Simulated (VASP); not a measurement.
Input of a VASP 6.6.1 run:

INCAR

```
PREC     = Accurate       # precision mode
ENCUT    = 520            # plane-wave cutoff, eV
EDIFF    = 1E-6           # SCF threshold, eV
ISMEAR   = 0              # smearing method
SIGMA    = 0.05           # smearing width, eV
LREAL    = F              # projectors in reciprocal space
LASPH    = T              # aspherical terms in the spheres
NELM     = 60             # most SCF steps
ALGO     = Normal         # electronic algorithm
ISIF     = 2              # what is computed and relaxed
LWAVE    = F              # write WAVECAR
LCHARG   = F              # write CHGCAR
GGA      = PE             # functional
NBANDS   = 11             # bands
```

The input KPOINTS:

```
regular mesh
0
Gamma
  12 12 12
```

The input POSCAR:

```
BN
1.0
   -0.0679647668      1.7489599984      1.8123937807
    1.8123937807     -0.0679647668      1.8123937807
    1.7444290139      1.6809952316      0.0000000000
B N
1 1
Direct
    0.0000000000      0.0000000000      0.0000000000
    0.7500000000      0.7500000000      0.7500000000
```

Potentials or basis: VASP PAW PBE potentials, release 64 (B, N).

Launch:

```console
$ cat potpaw_PBE.64/B/POTCAR potpaw_PBE.64/N/POTCAR > POTCAR
$ mpirun -np 1 vasp_std > vasp.out
```

Q: Predict the largest force.

A: 0.246 eV/Å.

Q: Estimate the band gap on the k mesh.

A: 3.76 eV, indirect (least direct gap 7.57 eV).

Forces on the atoms (eV/Å):
```
B    0.000  0.000  0.246
N    0.000  0.000 -0.246
```

Caveat: the cell differs from its parent crystal (engineering shear strain xz -0.0750, normal strain along z -0.0350). A k mesh can miss the band edges.
